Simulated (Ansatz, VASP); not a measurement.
Mg2Si3N3 in VASP and in Ansatz

INCAR

```
SYSTEM = Mg2Si3N3
ALGO = Normal
EDIFF = 1E-6
ENCUT = 600
GGA = PE
GGA_COMPAT = .FALSE.
ISIF = 2
ISMEAR = 0
LASPH = .TRUE.
LCHARG = .FALSE.
LREAL = .FALSE.
LWAVE = .FALSE.
NBANDS = 26
NELM = 120
PREC = Accurate
SIGMA = 0.1
```

The input KPOINTS:

```
k-points
0
G
  3 3 6
  0 0 0
```

POSCAR

```
Mg2Si3N3
1.0
    6.4814645181      0.0000000000      0.0000000000
   -3.2407322591      5.6131129264      0.0000000000
    0.0000000000      0.0000000000      2.7412916907
Mg Si N
2 3 3
Direct
    0.6666666667      0.3333333333      0.0000000000
    0.3333333333      0.6666666667      0.0000000000
    0.0000000000      0.2043481952      0.0000000000
    0.7956518048      0.7956518048      0.0000000000
    0.2043481952      0.0000000000      0.0000000000
    0.0000000000      0.3876781681      0.5000000000
    0.6123218319      0.6123218319      0.5000000000
    0.3876781681      0.0000000000      0.5000000000
```

Input for Ansatz:

```yaml
crystal:
  lattice:
    - [6.4814645181, 0.0, 0.0]
    - [-3.2407322591, 5.6131129264, 0.0]
    - [0.0, 0.0, 2.7412916907]
  atoms:
    - { symbol: Mg, position: [0.6666666667, 0.3333333333, 0.0] }
    - { symbol: Mg, position: [0.3333333333, 0.6666666667, 0.0] }
    - { symbol: Si, position: [0.0, 0.2043481952, 0.0] }
    - { symbol: Si, position: [0.7956518048, 0.7956518048, 0.0] }
    - { symbol: Si, position: [0.2043481952, 0.0, 0.0] }
    - { symbol: "N", position: [0.0, 0.3876781681, 0.5] }
    - { symbol: "N", position: [0.6123218319, 0.6123218319, 0.5] }
    - { symbol: "N", position: [0.3876781681, 0.0, 0.5] }
basis:
  ecutwfc: 420
kpoints:
  mp_grid: { grid: [3, 3, 6] }
hamiltonian:
  xc: pbe
scf:
  occupations: { method: gaussian, width: 0.1 }
  lower_state_search: "off"
output:
  forces: true
  stress: true
  eigenvalues: true
```

Alike in both runs: task single point; functional PBE; k mesh 3 × 3 × 6; occupations gaussian, width 0.1 eV; no spin polarisation.

```csv
,VASP,Ansatz
version,VASP 6.6.1,Ansatz 0.2.0
potentials or method,"VASP PAW PBE potentials, release 64 (Mg, Si, N), cutoff 600 eV","scalar-relativistic, plane waves, PAW"
valence electrons in the cell,31,47
```

```csv
,VASP,Ansatz,Ansatz less VASP
gap on the k mesh at the Fermi level (eV),none,none,-
pressure (GPa),-0.9,-0.6,+0.35
"traceless stress, the component that is largest in VASP (GPa)",1.06,0.98,-0.079
rms of the force components (eV/Å),0.233,0.233,+0.0004
```

Atom by atom the forces differ by 0.001 eV/Å (rms over components). A gap of «none» marks a metal or a gap that the smearing closes. The functional is the same, so the differences come from potentials, cutoffs and numerics. VASP's potentials hold 31 valence electrons a cell and Ansatz's 47, so a difference there can come from the potentials and not from the codes.

The k mesh is coarse, so the values compare programs but aren't converged.
